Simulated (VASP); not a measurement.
Cu:

```xyz
1
Lattice="0.0000 1.7954 1.7954 1.7954 0.0000 1.7954 1.7954 1.7954 0.0000" Properties=species:S:1:pos:R:3 pbc="T T T"
Cu    0.0000    0.0000    0.0000
```

Base run:

```yaml
Program: VASP 6.6.1
Functional: SVWN5
Potentials_or_basis: VASP PAW PBE potentials, release 64 (Cu)
Cutoff: 600 eV
k_mesh: 13 × 13 × 13
Occupations: fermi-dirac, width 0.05 eV
Spin: no spin polarisation
```

Its results: band gap on the k mesh zero (an odd number of electrons rules out a gap without spin polarisation); pressure -9.5 GPa.

The run is repeated on the same cell with these changes: functional from SVWN5 to PBE exchange alone. What comes out?

Band gap on the k mesh zero (an odd number of electrons rules out a gap without spin polarisation); pressure 27.5 GPa.

Caveats: the cell stands under tension (at least some runs); the PAW data sets were made with another functional, which shifts forces and pressure a little (at least some runs); the cell stands under pressure (at least some runs).
